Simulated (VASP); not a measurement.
# GaN (Fm-3m) in VASP: settings compared

Aim: see how the results for GaN move with the level of theory and the settings. Levels: r2SCAN, PBEsol-based screened hybrid with 25 % exact exchange. Tasks: single point.

All numbers are computed with VASP 6.6.1; they aren't measurements. Logs are shortened: lines on timing, memory, paths and dates and some standing lists are left out, and cuts for length are marked.

## 1. The cell of the first run

The structure is cubic, space group Fm-3m (No. 225). Conventional cell: a = 4.242 Å, b = 4.242 Å, c = 4.242 Å, α = 90.00°, β = 90.00°, γ = 90.00°. Ga (site symmetry m-3m) has 6 N at 2.12 Å within 2.8 Å. Within 2.8 Å of N (site symmetry m-3m) lie 6 Ga at 2.12 Å.

## 2. Single point, r2SCAN

Contents of POSCAR:

```
GaN
1.0
    0.0000000000      2.1209041320      2.1209041320
    2.1209041320      0.0000000000      2.1209041320
    2.1209041320      2.1209041320      0.0000000000
Ga N
1 1
Direct
    0.0000000000      0.0000000000      0.0000000000
    0.5000000000      0.5000000000      0.5000000000
```

Contents of INCAR.step1:

```
SYSTEM = GaN
PREC = Accurate
ENCUT = 1460
ISMEAR = -1
SIGMA = 0.05
LREAL = .FALSE.
LASPH = .TRUE.
NELM = 120
NBANDS = 16
GGA = PE
ALGO = Normal
EDIFF = 1E-5
LWAVE = .TRUE.
LCHARG = .FALSE.
GGA_COMPAT = .FALSE.
```

Contents of INCAR.step2:

```
SYSTEM = GaN
PREC = Accurate
ENCUT = 1460
EDIFF = 1E-6
ISMEAR = -1
SIGMA = 0.05
LREAL = .FALSE.
LASPH = .TRUE.
NELM = 120
ALGO = Normal
ISIF = 2
LWAVE = .FALSE.
LCHARG = .FALSE.
METAGGA = R2SCAN
LMIXTAU = .TRUE.
NBANDS = 16
ISTART = 1
GGA_COMPAT = .FALSE.
```

Contents of KPOINTS:

```
regular mesh
0
G
  11 11 11
  0 0 0
```

Potentials or basis: VASP PAW PBE potentials, release 64 (Ga_d, N_h).

Run with:

```bash
$ cat potpaw_PBE.64/Ga_d/POTCAR potpaw_PBE.64/N_h/POTCAR > POTCAR
$ cp INCAR.step1 INCAR
$ mpirun -np 1 vasp_std > vasp.out
$ cp INCAR.step2 INCAR
$ mpirun -np 1 vasp_std > vasp.out
```

OUTCAR:

```text
SYSTEM = GaN
   PREC = Accurate
   ENCUT = 1460
   EDIFF = 1E-6
   ISMEAR = -1
   LREAL = .FALSE.
   LASPH = .TRUE.
   NELM = 120
   ISIF = 2
   METAGGA = R2SCAN
   ISTART = 1

 ion  position               nearest neighbor table
   1  0.000  0.000  0.000-   2 2.12   2 2.12   2 2.12   2 2.12   2 2.12   2 2.12
   2  0.500  0.500  0.500-   1 2.12   1 2.12   1 2.12   1 2.12   1 2.12   1 2.12

  LATTYP: Found a face centered cubic cell.
 ALAT       =     4.2418082640

  Lattice vectors:

 A1 = (   0.0000000000,   2.1209041320,   2.1209041320)
 A2 = (   2.1209041320,   0.0000000000,   2.1209041320)
 A3 = (   2.1209041320,   2.1209041320,   0.0000000000)

Analysis of symmetry for initial positions (statically):
=====================================================================
 Subroutine PRICEL returns:
 Original cell was already a primitive cell.

 Routine SETGRP: Setting up the symmetry group for a
 face centered cubic supercell.

 Subroutine GETGRP returns: Found 48 space group operations
 (whereof 48 operations were pure point group operations)
 out of a pool of 48 trial point group operations.

The static configuration has the point symmetry O_h .

Analysis of symmetry for dynamics (positions and initial velocities):
=====================================================================
 Subroutine PRICEL returns:
 Original cell was already a primitive cell.

 Routine SETGRP: Setting up the symmetry group for a
 face centered cubic supercell.

 Subroutine GETGRP returns: Found 48 space group operations
 (whereof 48 operations were pure point group operations)
 out of a pool of 48 trial point group operations.

The dynamic configuration has the point symmetry O_h .

 Subroutine INISYM returns: Found 48 space group operations
 (whereof 48 operations are pure point group operations),
 and found     1 'primitive' translations

----------------------------------------------------------------------------------------

                                     Primitive cell

  volume of cell :      19.0806

  direct lattice vectors                    reciprocal lattice vectors
     0.000000000  2.120904132  2.120904132    -0.235748515  0.235748515  0.235748515
     2.120904132  0.000000000  2.120904132     0.235748515 -0.235748515  0.235748515
     2.120904132  2.120904132  0.000000000     0.235748515  0.235748515 -0.235748515

  length of vectors
     2.999411388  2.999411388  2.999411388     0.408328406  0.408328406  0.408328406

  position of ions in fractional coordinates (direct lattice)
     0.000000000  0.000000000  0.000000000
     0.500000000  0.500000000  0.500000000

  ion indices of the primitive-cell ions
   primitive index   ion index
                 1           1
                 2           2

----------------------------------------------------------------------------------------

 KPOINTS: regular mesh

Automatic generation of k-mesh.
 Grid dimensions read from file:
 generate k-points for:   11   11   11

 Generating k-lattice:

  Cartesian coordinates                     Fractional coordinates (reciprocal lattice)
    -0.021431683  0.021431683  0.021431683     0.090909091  0.000000000  0.000000000
     0.021431683 -0.021431683  0.021431683     0.000000000  0.090909091  0.000000000
     0.021431683  0.021431683 -0.021431683     0.000000000  0.000000000  0.090909091

  Length of vectors
     0.037120764  0.037120764  0.037120764

  Shift w.r.t. Gamma in fractional coordinates (k-lattice)
     0.000000000  0.000000000  0.000000000

 Subroutine IBZKPT returns following result:
 ===========================================

 Found     56 irreducible k-points:

 Following reciprocal coordinates:
            Coordinates               Weight
  0.000000  0.000000  0.000000      1.000000
  0.090909  0.000000  0.000000      8.000000
  0.181818  0.000000  0.000000      8.000000
  0.272727  0.000000  0.000000      8.000000
  0.363636  0.000000  0.000000      8.000000
  0.454545  0.000000  0.000000      8.000000
[... 16 lines left out ...]
 -0.272727  0.181818  0.000000     24.000000
 -0.181818  0.181818  0.000000     12.000000
 [... further k-points ...]
   k-points           NKPTS =     56   k-points in BZ     NKDIM =     56   number of bands    NBANDS=     16
   number of dos      NEDOS =    301   number of ions     NIONS =      2
   total plane-waves  NPLWV =  64000
   dimension x,y,z NGX =    40 NGY =   40 NGZ =   40
   dimension x,y,z NGXF=    80 NGYF=   80 NGZF=   80
   ions per type =               1   1
   NGX,Y,Z   is equivalent  to a cutoff of  22.17, 22.17, 22.17 a.u.
   NGXF,Y,Z  is equivalent  to a cutoff of  44.34, 44.34, 44.34 a.u.
 SYSTEM =  GaN
   PREC   = accura    normal or accurate (medium, high low for compatibility)
   ISTART =      1    job   : 0-new  1-cont  2-samecut
   ICHARG =      0    charge: 1-file 2-atom 10-const
   ISPIN  =      1    spin polarized calculation?
   LNONCOLLINEAR =      F non collinear calculations
   LSORBIT =      F    spin-orbit coupling
   LASPH  =      T    aspherical Exc in radial PAW
   ENCUT  = 1460.0 eV 107.31 Ry   10.36 a.u.   9.34  9.34  9.34*2*pi/ulx,y,z
   NELM   =    120;   NELMIN=  2; NELMDL=  0     # of ELM steps
   EDIFF  = 0.1E-05   stopping-criterion for ELM
   LREAL  =      F    real-space projection
   EDIFFG = 0.1E-04   stopping-criterion for IOM
   NSW    =      0    number of steps for IOM
   IBRION =     -1    ionic relax: 0-MD 1-quasi-New 2-CG
   NFREE  =      0    steps in history (QN), initial steepest desc. (CG)
   ISIF   =      2    stress and relaxation
   ISYM   =      2    0-nonsym 1-usesym 2-fastsym
   POTIM  = 0.5000    time-step for ionic-motion
   TEBEG  =    0.0;   TEEND  =   0.0 temperature during run
   PSTRESS=    0.0 pullay stress
   NELECT =      18.0000    total number of electrons
   NUPDOWN=      -1.0000    fix difference up-down
   EMIN   =  10.00;   EMAX   =-10.00  energy-range for DOS
   EFERMI =   0.00;   METHOD = LEGACY
   ISMEAR =    -1;   SIGMA  =   0.05  broadening in eV -4-tet -1-fermi 0-gaus
   EFERMI_NEDOS =   21; number of points for ismear=-14 and -15
   IALGO  =     38    algorithm
   IMIX   =      4    mixing-type and parameters
     AMIX     =   0.40;   BMIX     =  1.00
     AMIX_MAG =   1.60;   BMIX_MAG =  1.00
  volume/ion in A,a.u.               =       9.54        64.38
  Fermi-wavevector in a.u.,A,eV,Ry     =   1.605590  3.034125 35.074717  2.577919
  Thomas-Fermi vector in A             =   2.701912
   LORBIT       =      0    0 simple, 1 ext, 2 COOP (PROOUT), +10 PAW based schemes
   METAGGA = R2SCAN    functional components
   LHFCALC =     F    Hartree Fock is set to
   AEXX    =    0.0000 exact exchange contribution
   IVDW    =     0    specifies the selected vdW correction
   LEPSILON=     F    determine dielectric tensor
   LRPA    =     F    only Hartree local field effects (RPA)
 non-spin polarized calculation
  energy-cutoff  :     1460.00
  volume of cell :       19.08
 maximum number of plane-waves:      2439
 NGX is ok and might be reduce to    40
   NGX = 19   NGY = 19   NGZ = 19

 number of electron      18.0000000 magnetization

 Free energy of the ion-electron system (eV)
  ---------------------------------------------------
  ext. energy  EPLUGINS =         0.00000000
  ---------------------------------------------------
  free energy    TOTEN  =       -20.97772888 eV

  energy without entropy =      -20.97772869  energy(sigma->0) =      -20.97772879

 E-fermi :   8.5162     XC(G=0): -14.0960

 val. band max:        7.8920090509   @ k =  -0.1818   0.1818   0.0000
 cond. band min:       9.0702838045   @ k =   0.4545   0.4545   0.0000
 fundamental gap:      1.1782747536
 Fermi energy:         8.5162098564

 k-point     1 :       0.0000    0.0000    0.0000
  band No.  band energies     occupation
      1     -10.0769      2.00000
      2      -6.5142      2.00000
      3      -6.5142      2.00000
      4      -6.5142      2.00000
      5      -6.4479      2.00000
      6      -6.4479      2.00000
[... 8 lines left out ...]
     15      24.6403      0.00000
     16      24.6403      0.00000

 k-point     2 :       0.0909    0.0000    0.0000
  band No.  band energies     occupation
      1      -9.9167      2.00000
      2      -6.5201      2.00000
      3      -6.5074      2.00000
      4      -6.5074      2.00000
      5      -6.4582      2.00000
      6      -6.4582      2.00000
[... 8 lines left out ...]
     15      24.5702      0.00000
     16      24.6194      0.00000

 k-point     3 :       0.1818    0.0000    0.0000
  band No.  band energies     occupation
      1      -9.4506      2.00000
      2      -6.5365      2.00000
      3      -6.5349      2.00000
      4      -6.5349      2.00000
      5      -6.4398      2.00000
      6      -6.4398      2.00000
[... 8 lines left out ...]
     15      25.3928      0.00000
     16      25.3928      0.00000

 k-point     4 :       0.2727    0.0000    0.0000
  band No.  band energies     occupation
      1      -8.7307      2.00000
      2      -6.5975      2.00000
      3      -6.5975      2.00000
      4      -6.5611      2.00000
      5      -6.3879      2.00000
      6      -6.3879      2.00000
[... 8 lines left out ...]
     15      26.9476      0.00000
     16      26.9476      0.00000
[... 324 lines left out ...]
 k-point    22 :      -0.3636    0.1818    0.0000
  band No.  band energies     occupation
      1      -7.7555      2.00000
      2      -6.6386      2.00000
      3      -6.6209      2.00000
      4      -6.4754      2.00000
      5      -6.3319      2.00000
      6      -5.6428      2.00000
[... 8 lines left out ...]
     15      28.7146      0.00000
     16      29.4624      0.00000

 k-point    23 :      -0.2727    0.1818    0.0000
  band No.  band energies     occupation
      1      -8.0516      2.00000
      2      -6.6326      2.00000
      3      -6.6082      2.00000
      4      -6.5258      2.00000
      5      -6.3814      2.00000
      6      -6.0176      2.00000
[... 8 lines left out ...]
     15      27.9265      0.00000
     16      30.1804      0.00000

 k-point    24 :      -0.1818    0.1818    0.0000
  band No.  band energies     occupation
      1      -8.5939      2.00000
      2      -6.6037      2.00000
      3      -6.5857      2.00000
      4      -6.5481      2.00000
      5      -6.4273      2.00000
      6      -6.2422      2.00000
[... 8 lines left out ...]
     15      27.2255      0.00000
     16      29.3162      0.00000

 [... further k-points ...]

------------------------ aborting loop because EDIFF is reached ----------------------------------------

  FORCE on cell =-STRESS in cart. coord.  units (eV):
  Direction    XX          YY          ZZ          XY          YZ          ZX
  --------------------------------------------------------------------------------------
  -------------------------------------------------------------------------------------
  Total       -0.3765433     -0.3765433     -0.3765433     -0.0000000     -0.0000000     -0.0000000
  in kB      -31.6178511    -31.6178511    -31.6178511     -0.0000000     -0.0000000     -0.0000000
  external PRESSURE =     -31.6178511 kB  Pullay stress =       0.0000000 kB

 VOLUME and BASIS-vectors are now :
 -----------------------------------------------------------------------------
  energy-cutoff  :     1460.00
  volume of cell :       19.08
      direct lattice vectors                 reciprocal lattice vectors
     0.000000000  2.120904132  2.120904132    -0.235748515  0.235748515  0.235748515
     2.120904132  0.000000000  2.120904132     0.235748515 -0.235748515  0.235748515
     2.120904132  2.120904132  0.000000000     0.235748515  0.235748515 -0.235748515

 POSITION                                       TOTAL-FORCE (eV/Angst)
 -----------------------------------------------------------------------------------
      0.00000      0.00000      0.00000        -0.000000     -0.000000      0.000000
      2.12090      2.12090      2.12090         0.000000      0.000000      0.000000
 -----------------------------------------------------------------------------------
    total drift:                                0.000000     -0.000000     -0.000000

  FREE ENERGIE OF THE ION-ELECTRON SYSTEM (eV)
  ---------------------------------------------------
  free  energy   TOTEN  =       -20.9777288772 eV

  energy  without entropy=      -20.9777286933  energy(sigma->0) =      -20.97772879
```

It took 7.1 min on 1 thread of AMD EPYC 7R43 (Zen 3), shared host; peak memory 0.28 GiB.

Results:

* Free energy: -20.9777 eV
* Pressure: -3.2 GPa
* Band gap on the k mesh: 1.18 eV (least direct gap 3.17 eV)

Caveat: the cell stands under tension; the PAW data sets were made with another functional, which shifts forces and pressure a little; an odd mesh through Γ misses points on the zone boundary, where band edges can lie.

## 3. Single point, PBEsol-based screened hybrid with 25 % exact exchange

This run uses another cell than the first one, of 9.12 Å³/atom.

Contents of POSCAR:

```
GaN
1.0
    0.0000000000      2.0894987616      2.0894987616
    2.0894987616      0.0000000000      2.0894987616
    2.0894987616      2.0894987616      0.0000000000
Ga N
1 1
Direct
    0.0000000000      0.0000000000      0.0000000000
    0.5000000000      0.5000000000      0.5000000000
```

Contents of INCAR.step1:

```
SYSTEM = GaN
PREC = Accurate ; ENCUT = 520
EDIFF = 1E-5 ; ISMEAR = -1
SIGMA = 0.05 ; LREAL = .False.
LASPH = .True. ; NELM = 100
ALGO = Normal ; ISIF = 2
LWAVE = .True. ; GGA = PE
NBANDS = 16
```

Contents of INCAR.step2:

```
SYSTEM = GaN
PREC = Accurate ; ENCUT = 520
EDIFF = 1E-6 ; ISMEAR = -1
SIGMA = 0.05 ; LREAL = .False.
LASPH = .True. ; NELM = 100
ALGO = Normal ; ISIF = 2
LWAVE = .False. ; LCHARG = .True.
GGA = PS ; LHFCALC = .True.
AEXX = 0.25 ; HFSCREEN = 0.207
PRECFOCK = Normal ; LELF = .True.
LVHAR = .True. ; ISTART = 1
NBANDS = 16
```

Contents of KPOINTS:

```
Automatic mesh
0
Gamma
  6 6 6
  0 0 0
```

Potentials or basis: VASP PAW PBE potentials, release 64 (Ga_d, N).

Run with:

```bash
$ cat potpaw_PBE.64/Ga_d/POTCAR potpaw_PBE.64/N/POTCAR > POTCAR
$ cp INCAR.step1 INCAR
$ mpirun -np 1 vasp_std > vasp.out
$ cp INCAR.step2 INCAR
$ mpirun -np 1 vasp_std > vasp.out
```

OUTCAR:

```text
SYSTEM = GaN
   PREC = Accurate
   ENCUT = 520
   EDIFF = 1E-6
   ISMEAR = -1
   LREAL = .False.
   LASPH = .True.
   NELM = 100
   ISIF = 2
   GGA = PS
   LHFCALC = .True.
   AEXX = 0.25
   HFSCREEN = 0.207
   PRECFOCK = Normal
   ISTART = 1

 ion  position               nearest neighbor table
   1  0.000  0.000  0.000-   2 2.09   2 2.09   2 2.09   2 2.09   2 2.09   2 2.09
   2  0.500  0.500  0.500-   1 2.09   1 2.09   1 2.09   1 2.09   1 2.09   1 2.09

  LATTYP: Found a face centered cubic cell.
[... 493 lines left out ...]

  FORCE on cell =-STRESS in cart. coord.  units (eV):
  Direction    XX          YY          ZZ          XY          YZ          ZX
  --------------------------------------------------------------------------------------
  -------------------------------------------------------------------------------------
  Total        0.1037259      0.1037259      0.1037259     -0.0000000      0.0000000     -0.0000000
  in kB        9.1083867      9.1083867      9.1083867     -0.0000000      0.0000000     -0.0000000
  external PRESSURE =       9.1083867 kB  Pullay stress =       0.0000000 kB

 VOLUME and BASIS-vectors are now :
 -----------------------------------------------------------------------------
  energy-cutoff  :      520.00
  volume of cell :       18.25
      direct lattice vectors                 reciprocal lattice vectors
     0.000000000  2.089498762  2.089498762    -0.239291838  0.239291838  0.239291838
     2.089498762  0.000000000  2.089498762     0.239291838 -0.239291838  0.239291838
     2.089498762  2.089498762  0.000000000     0.239291838  0.239291838 -0.239291838

 POSITION                                       TOTAL-FORCE (eV/Angst)
 -----------------------------------------------------------------------------------
      0.00000      0.00000      0.00000        -0.000000      0.000000      0.000000
      2.08950      2.08950      2.08950         0.000000     -0.000000     -0.000000
 -----------------------------------------------------------------------------------
    total drift:                               -0.000014     -0.000028     -0.000015

  FREE ENERGIE OF THE ION-ELECTRON SYSTEM (eV)
  ---------------------------------------------------
  free  energy   TOTEN  =       -14.5029469078 eV

  energy  without entropy=      -14.5029469075  energy(sigma->0) =      -14.50294691
```

Wall time 26 min (1 thread of Intel Xeon Platinum 8259CL at 2.50GHz (Skylake/Cascade Lake), shared host); peak memory 0.26 GiB.

What came out:

| Item | Value |
| --- | --- |
| Free energy | -14.5029 eV |
| Pressure | 0.9 GPa |
| Band gap on the k mesh | 1.99 eV (least direct gap 4.54 eV) |

Levels at points of the mesh, in eV from the valence-band top:
```tsv
k point	band 6	band 7	band 8	band 9	band 10	band 11	band 12	band 13
(0.00, 0.00, 0.00)	-16.16	-0.58	-0.58	-0.58	3.97	16.30	16.30	16.30
(0.50, 0.00, 0.00)	-15.81	-9.19	-0.22	-0.22	6.05	10.72	10.72	11.95
(0.50, 0.50, 0.00)	-12.50	-8.05	-3.45	-3.45	1.99	8.93	14.29	17.05
```

Caveat: the k points lie up to 0.43 Å⁻¹ apart; the PAW data sets were made with another functional, which shifts forces and pressure a little.
